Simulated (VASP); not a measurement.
# Re (P6_3/mmc) in VASP: a series of runs

Aim: see how the results for Re move with the level of theory and the settings. Levels: r2SCAN+D4, r2SCAN. Tasks: relaxation of cell and atoms.

Everything below comes from runs of VASP 6.6.1. Logs are shortened: lines on timing, memory, paths and dates and some standing lists are left out, and cuts for length are marked.

**1. The cell of the first run**

The structure is hexagonal, space group P6_3/mmc (No. 194). Conventional cell: a = 2.761 Å, b = 2.761 Å, c = 4.458 Å, α = 90.00°, β = 90.00°, γ = 120.00°. Re (site symmetry -6m2) has 12 Re at 2.74 to 2.76 Å within 3.6 Å.

**2. Relaxation of cell and atoms, r2SCAN+D4**

Input file POSCAR:

```
Re
1.0
    2.7608000000      0.0000000000      0.0000000000
   -1.3804000000      2.3909200000      0.0000000000
    0.0000000000      0.0000000000      4.4582000000
Re
2
Direct
    0.3333333333      0.6666666667      0.2500000000
    0.6666666667      0.3333333333      0.7500000000
```

Input file INCAR.step1:

```
SYSTEM = Re
PREC     = Accurate       ! precision mode
ENCUT    = 600            ! plane-wave cutoff, eV
ISMEAR   = 1              ! smearing method
SIGMA    = 0.1            ! smearing width, eV
LREAL    = .FALSE.        ! projectors in reciprocal space
LASPH    = .TRUE.         ! aspherical terms in the spheres
NELM     = 60             ! most SCF steps
GGA      = PE             ! functional
ALGO     = Normal         ! electronic algorithm
EDIFF    = 1E-4           ! SCF threshold, eV
LWAVE    = .TRUE.         ! write WAVECAR
LCHARG   = .FALSE.        ! write CHGCAR
```

Input file INCAR.step2:

```
SYSTEM = Re
PREC     = Accurate       ! precision mode
ENCUT    = 600            ! plane-wave cutoff, eV
EDIFF    = 1E-7           ! SCF threshold, eV
ISMEAR   = 1              ! smearing method
SIGMA    = 0.1            ! smearing width, eV
LREAL    = .FALSE.        ! projectors in reciprocal space
LASPH    = .TRUE.         ! aspherical terms in the spheres
NELM     = 60             ! most SCF steps
ALGO     = Normal         ! electronic algorithm
ISIF     = 3              ! what is computed and relaxed
LWAVE    = .FALSE.        ! write WAVECAR
LCHARG   = .FALSE.        ! write CHGCAR
METAGGA  = R2SCAN         ! meta-GGA
LMIXTAU  = .TRUE.       
IVDW     = 13             ! dispersion correction
VDW_S6   = 1.0          
VDW_S8   = 0.6018749    
VDW_A1   = 0.51559235   
VDW_A2   = 5.77342911   
IBRION   = 2              ! ionic algorithm
NSW      = 80             ! ionic steps
EDIFFG   = -0.01          ! ionic threshold
ISTART   = 1
```

Input file KPOINTS:

```
regular mesh
0
G
  13 13 7
  0 0 0
```

Potentials or basis: VASP PAW PBE potentials, release 64 (Re).

Run with:

```
> cat potpaw_PBE.64/Re/POTCAR > POTCAR
> cp INCAR.step1 INCAR
> mpirun -np 1 vasp_std > vasp.out
> cp INCAR.step2 INCAR
> mpirun -np 1 vasp_std > vasp.out
```

OUTCAR:

```text
SYSTEM = Re
   PREC = Accurate
   ENCUT = 600
   EDIFF = 1E-7
   ISMEAR = 1
   LREAL = .FALSE.
   LASPH = .TRUE.
   NELM = 60
   ISIF = 3
   METAGGA = R2SCAN
   IVDW = 13
   IBRION = 2
   NSW = 80
   EDIFFG = -0.01
   ISTART = 1

 ion  position               nearest neighbor table
   1  0.333  0.667  0.250-   2 2.74   2 2.74   2 2.74   2 2.74   2 2.74   2 2.74
   2  0.667  0.333  0.750-   1 2.74   1 2.74   1 2.74   1 2.74   1 2.74   1 2.74

  LATTYP: Found a hexagonal cell.
 ALAT       =     2.7608000000
 C/A-ratio  =     1.6148217908

  Lattice vectors:

 A1 = (   2.7608000000,   0.0000000000,   0.0000000000)
 A2 = (  -1.3804000000,   2.3909200000,   0.0000000000)
 A3 = (   0.0000000000,   0.0000000000,   4.4582000000)

Analysis of symmetry for initial positions (statically):
=====================================================================
 Subroutine PRICEL returns:
 Original cell was already a primitive cell.

 Routine SETGRP: Setting up the symmetry group for a
 hexagonal supercell.

 Subroutine GETGRP returns: Found 24 space group operations
 (whereof 12 operations were pure point group operations)
 out of a pool of 24 trial point group operations.

The static configuration has the point symmetry D_3d.
 The point group associated with its full space group is D_6h.

Analysis of symmetry for dynamics (positions and initial velocities):
=====================================================================
 Subroutine PRICEL returns:
 Original cell was already a primitive cell.

 Routine SETGRP: Setting up the symmetry group for a
 hexagonal supercell.

 Subroutine GETGRP returns: Found 24 space group operations
 (whereof 12 operations were pure point group operations)
 out of a pool of 24 trial point group operations.

The dynamic configuration has the point symmetry D_3d.
 The point group associated with its full space group is D_6h.

 Subroutine INISYM returns: Found 24 space group operations
 (whereof 12 operations are pure point group operations),
 and found     1 'primitive' translations

----------------------------------------------------------------------------------------

                                     Primitive cell

  volume of cell :      29.4279

  direct lattice vectors                    reciprocal lattice vectors
     2.760800000  0.000000000  0.000000000     0.362213851  0.209124521  0.000000000
    -1.380400000  2.390920000  0.000000000     0.000000000  0.418249042  0.000000000
     0.000000000  0.000000000  4.458200000     0.000000000  0.000000000  0.224305774

  length of vectors
     2.760800000  2.760797458  4.458200000     0.418248657  0.418249042  0.224305774

  position of ions in fractional coordinates (direct lattice)
     0.333333333  0.666666667  0.250000000
     0.666666667  0.333333333  0.750000000

  ion indices of the primitive-cell ions
   primitive index   ion index
                 1           1
                 2           2

----------------------------------------------------------------------------------------

 KPOINTS: regular mesh

Automatic generation of k-mesh.
 Grid dimensions read from file:
 generate k-points for:   13   13    7

 Generating k-lattice:

  Cartesian coordinates                     Fractional coordinates (reciprocal lattice)
     0.027862604  0.016086502  0.000000000     0.076923077 -0.000000000  0.000000000
     0.000000000  0.032173003  0.000000000     0.000000000  0.076923077  0.000000000
     0.000000000  0.000000000  0.032043682     0.000000000  0.000000000  0.142857143

  Length of vectors
     0.032172974  0.032173003  0.032043682

  Shift w.r.t. Gamma in fractional coordinates (k-lattice)
     0.000000000  0.000000000  0.000000000

 Subroutine IBZKPT returns following result:
 ===========================================

 Found     84 irreducible k-points:

 Following reciprocal coordinates:
            Coordinates               Weight
  0.000000  0.000000  0.000000      1.000000
  0.076923  0.000000  0.000000      6.000000
  0.153846 -0.000000  0.000000      6.000000
  0.230769 -0.000000  0.000000      6.000000
  0.307692 -0.000000  0.000000      6.000000
  0.384615  0.000000  0.000000      6.000000
[... 16 lines left out ...]
  0.076923  0.000000  0.142857     12.000000
  0.153846 -0.000000  0.142857     12.000000
 [... further k-points ...]
   k-points           NKPTS =     84   k-points in BZ     NKDIM =     84   number of bands    NBANDS=     11
   number of dos      NEDOS =    301   number of ions     NIONS =      2
   total plane-waves  NPLWV =  20736
   dimension x,y,z NGX =    24 NGY =   24 NGZ =   36
   dimension x,y,z NGXF=    48 NGYF=   48 NGZF=   72
   ions per type =               2
   NGX,Y,Z   is equivalent  to a cutoff of  14.45, 14.45, 13.42 a.u.
   NGXF,Y,Z  is equivalent  to a cutoff of  28.90, 28.90, 26.85 a.u.
 SYSTEM =  Re
   PREC   = accura    normal or accurate (medium, high low for compatibility)
   ISTART =      1    job   : 0-new  1-cont  2-samecut
   ICHARG =      0    charge: 1-file 2-atom 10-const
   ISPIN  =      1    spin polarized calculation?
   LNONCOLLINEAR =      F non collinear calculations
   LSORBIT =      F    spin-orbit coupling
   LASPH  =      T    aspherical Exc in radial PAW
   ENCUT  =  600.0 eV  44.10 Ry    6.64 a.u.   5.51  5.51  8.90*2*pi/ulx,y,z
   NELM   =     60;   NELMIN=  2; NELMDL=  0     # of ELM steps
   EDIFF  = 0.1E-06   stopping-criterion for ELM
   LREAL  =      F    real-space projection
   EDIFFG = -.1E-01   stopping-criterion for IOM
   NSW    =     80    number of steps for IOM
   IBRION =      2    ionic relax: 0-MD 1-quasi-New 2-CG
   NFREE  =      1    steps in history (QN), initial steepest desc. (CG)
   ISIF   =      3    stress and relaxation
   ISYM   =      2    0-nonsym 1-usesym 2-fastsym
   POTIM  = 0.5000    time-step for ionic-motion
   TEBEG  =    0.0;   TEEND  =   0.0 temperature during run
   PSTRESS=    0.0 pullay stress
   NELECT =      14.0000    total number of electrons
   NUPDOWN=      -1.0000    fix difference up-down
   EMIN   =  10.00;   EMAX   =-10.00  energy-range for DOS
   EFERMI =   0.00;   METHOD = LEGACY
   ISMEAR =     1;   SIGMA  =   0.10  broadening in eV -4-tet -1-fermi 0-gaus
   EFERMI_NEDOS =   21; number of points for ismear=-14 and -15
   IALGO  =     38    algorithm
   IMIX   =      4    mixing-type and parameters
     AMIX     =   0.40;   BMIX     =  1.00
     AMIX_MAG =   1.60;   BMIX_MAG =  1.00
  volume/ion in A,a.u.               =      14.71        99.29
  Fermi-wavevector in a.u.,A,eV,Ry     =   1.278000  2.415071 22.222193  1.633285
  Thomas-Fermi vector in A             =   2.410568
   LORBIT       =      0    0 simple, 1 ext, 2 COOP (PROOUT), +10 PAW based schemes
   METAGGA = R2SCAN    functional components
   LHFCALC =     F    Hartree Fock is set to
   AEXX    =    0.0000 exact exchange contribution
   IVDW    =    13    specifies the selected vdW correction
   LEPSILON=     F    determine dielectric tensor
   LRPA    =     F    only Hartree local field effects (RPA)
 conjugate gradient relaxation of ions
 non-spin polarized calculation
 Methfessel and Paxton  Order N= 1 SIGMA  =   0.10
  energy-cutoff  :      600.00
  volume of cell :       29.43
 maximum number of plane-waves:      1007
 NGX is ok and might be reduce to    24
   NGX = 11   NGY = 11   NGZ = 17

--------------------------------------- Ionic step        1  -------------------------------------------

 number of electron      14.0000000 magnetization

 Free energy of the ion-electron system (eV)
  ---------------------------------------------------
  ext. energy  EPLUGINS =         0.00000000
  ---------------------------------------------------
  free energy    TOTEN  =      -104.90140904 eV

  energy without entropy =     -104.90151254  energy(sigma->0) =     -104.90144354

------------------------ aborting loop because EDIFF is reached ----------------------------------------

  DFT-D4 for vdW energy calculation

  Edisp (eV):   -0.43461

  FORCE on cell =-STRESS in cart. coord.  units (eV):
  Direction    XX          YY          ZZ          XY          YZ          ZX
  --------------------------------------------------------------------------------------
  -------------------------------------------------------------------------------------
  Total      -0.42939    -0.42939    -0.45445    -0.00000    -0.00000     0.00000
  in kB     -23.37765   -23.37759   -24.74195    -0.00000    -0.00000     0.00000
  external pressure =      -23.83 kB  Pullay stress =        0.00 kB
[... 61 lines left out ...]
  energy  without entropy=     -105.3120087704  energy(sigma->0) =     -105.31233070

--------------------------------------- Ionic step        3  -------------------------------------------

 number of electron      14.0000000 magnetization

 Free energy of the ion-electron system (eV)
  ---------------------------------------------------
  ext. energy  EPLUGINS =         0.00000000
  ---------------------------------------------------
  free energy    TOTEN  =      -104.90058879 eV

  energy without entropy =     -104.90057450  energy(sigma->0) =     -104.90058403

 E-fermi :   7.7159     XC(G=0): -15.0257

 val. band max:        7.7126083230   @ k =   0.1538   0.0769   0.2857
 cond. band min:       7.7463990598   @ k =   0.3846   0.1538   0.2857
 fundamental gap:      0.0337907368
 Fermi energy:         7.7158939226

 k-point     1 :       0.0000    0.0000    0.0000
  band No.  band energies     occupation
      1      -2.6278      2.00000
      2       0.7836      2.00000
      3       6.1101      2.00000
      4       6.1201      2.00000
      5       6.1201      2.00000
      6       6.9931      2.00000
      7       6.9932      2.00000
      8       7.9784     -0.00130
      9       7.9784     -0.00130
     10       8.3253     -0.00000
     11      11.3107      0.00000
[... 309 lines left out ...]
 k-point    24 :       0.1538   -0.0000    0.1429
  band No.  band energies     occupation
      1      -1.4208      2.00000
      2       1.6765      2.00000
      3       4.9678      2.00000
      4       5.3137      2.00000
      5       6.1688      2.00000
      6       6.7099      2.00000
      7       6.9972      2.00000
      8       7.5638      2.05340
      9       8.0263     -0.00010
     10       8.1822     -0.00000
     11      11.6527      0.00000

 [... further k-points ...]

------------------------ aborting loop because EDIFF is reached ----------------------------------------

  DFT-D4 for vdW energy calculation

  Edisp (eV):   -0.43679

  FORCE on cell =-STRESS in cart. coord.  units (eV):
  Direction    XX          YY          ZZ          XY          YZ          ZX
  --------------------------------------------------------------------------------------
  -------------------------------------------------------------------------------------
  Total       0.00354     0.00354    -0.01112    -0.00000     0.00000     0.00000
  in kB       0.19373     0.19373    -0.60892    -0.00000     0.00000     0.00000
  external pressure =       -0.07 kB  Pullay stress =        0.00 kB
[... 17 lines left out ...]
  FREE ENERGIE OF THE ION-ELECTRON SYSTEM (eV)
  ---------------------------------------------------
  free  energy   TOTEN  =      -105.3373789077 eV

  energy  without entropy=     -105.3373646237  energy(sigma->0) =     -105.33737415

 reached required accuracy - stopping structural energy minimisation
```

Run time: 2 min. Hardware: 1 thread of Intel Xeon 6975P-C (Granite Rapids), shared host; peak memory 0.19 GiB.

Results:

* Free energy: -105.3374 eV
* Relaxed volume: 14.63 Å³/atom
* Relaxed cell: a = 2.755 Å, b = 2.755 Å, c = 4.449 Å, α = 90.00°, β = 90.00°, γ = 120.00°
* Space group after relaxing (to 0.1 Å): P6_3/mmc (No. 194)
* Energy gained by relaxing: 0.7 meV/atom
* Ionic steps: 3
* Pressure after relaxing: 0.0 GPa
* Band gap on the k mesh: zero (bands 7 and 8 overlap by 2.83 eV)
* Dispersion energy per atom: -0.218 eV

Step by step:
| step | energy change (eV) | largest force (eV/Å) | pressure (GPa) | volume (Å³) |
| --- | --- | --- | --- | --- |
| 1 | 0.0000 | 0.0000 | -2.38 | 29.43 |
| 2 | 0.0235 | 0.0000 | 10.98 | 28.51 |
| 3 | -0.0014 | 0.0000 | -0.01 | 29.25 |

Final structure:
```
Re
1.0
     2.75540    0.00000    0.00000
    -1.37770    2.38624    0.00000
     0.00000    0.00000    4.44897
Re
2
Direct
  0.33333 0.66667 0.25000
  0.66667 0.33333 0.75000
```

Levels at points of the mesh, in eV from the Fermi level:
| k point | band 4 | band 5 | band 6 | band 7 | band 8 | band 9 | band 10 | band 11 |
| --- | --- | --- | --- | --- | --- | --- | --- | --- |
| (0.00, 0.00, 0.00) | -1.60 | -1.60 | -0.72 | -0.72 | 0.26 | 0.26 | 0.61 | 3.59 |

Caveat: the PAW data sets were made with another functional, which shifts forces and pressure a little; spin-orbit coupling is left out, which moves the levels of the heavy elements.

**3. Relaxation of cell and atoms, r2SCAN**

POSCAR is that of step 2.

Input file INCAR.step1:

```
  PREC = Accurate
  ENCUT = 600
  ISMEAR = 1
  SIGMA = 0.1
  LREAL = F
  LASPH = T
  NELM = 60
  GGA = PE
  ALGO = Normal
  EDIFF = 1E-4
  LWAVE = T
  LCHARG = F
```

Input file INCAR.step2:

```
  PREC = Accurate
  ENCUT = 600
  EDIFF = 1E-6
  ISMEAR = 1
  SIGMA = 0.1
  LREAL = F
  LASPH = T
  NELM = 60
  ALGO = Normal
  ISIF = 3
  LWAVE = F
  LCHARG = F
  METAGGA = R2SCAN
  LMIXTAU = T
  IBRION = 2
  NSW = 80
  EDIFFG = -0.01
  ISTART = 1
```

Input file KPOINTS:

```
Automatic mesh
0
Gamma
  13 13 7
```

Potentials or basis: VASP PAW PBE potentials, release 64 (Re).

Run with:

```
> cat potpaw_PBE.64/Re/POTCAR > POTCAR
> cp INCAR.step1 INCAR
> mpirun -np 1 vasp_std > vasp.out
> cp INCAR.step2 INCAR
> mpirun -np 1 vasp_std > vasp.out
```

Run time: 90 s. Hardware: 1 thread of Intel Xeon 6975P-C (Granite Rapids), shared host; peak memory 0.18 GiB.

Results (log left out):

```yaml
Free_energy: -104.9015 eV
Relaxed_volume: 14.70 Å³/atom
Relaxed_cell: a = 2.760 Å, b = 2.760 Å, c = 4.456 Å, α = 90.00°, β = 90.00°, γ = 120.00°
Space_group_after_relaxing_to_0.1_Å: P6_3/mmc (No. 194)
Energy_gained_by_relaxing: 0.0 meV/atom
Ionic_steps: 3
Pressure_after_relaxing: 0.0 GPa
Band_gap_on_the_k_mesh: zero (bands 7 and 8 overlap by 2.80 eV)
```

Final structure:
```xyz
2
Lattice="2.7599 0.0000 0.0000 -1.3799 2.3901 0.0000 0.0000 0.0000 4.4562" Properties=species:S:1:pos:R:3 pbc="T T T"
Re    0.0000    1.5934    1.1140
Re    1.3799    0.7967    3.3421
```

Levels at points of the mesh, in eV from the Fermi level:
```tsv
k point	band 3	band 4	band 5	band 6	band 7	band 8	band 9	band 10	band 11
(0.00, 0.00, 0.00)	-1.59	-1.58	-1.58	-0.72	-0.72	0.26	0.26	0.60	3.57
```

Caveat: the PAW data sets were made with another functional, which shifts forces and pressure a little; spin-orbit coupling is left out, which moves the levels of the heavy elements.
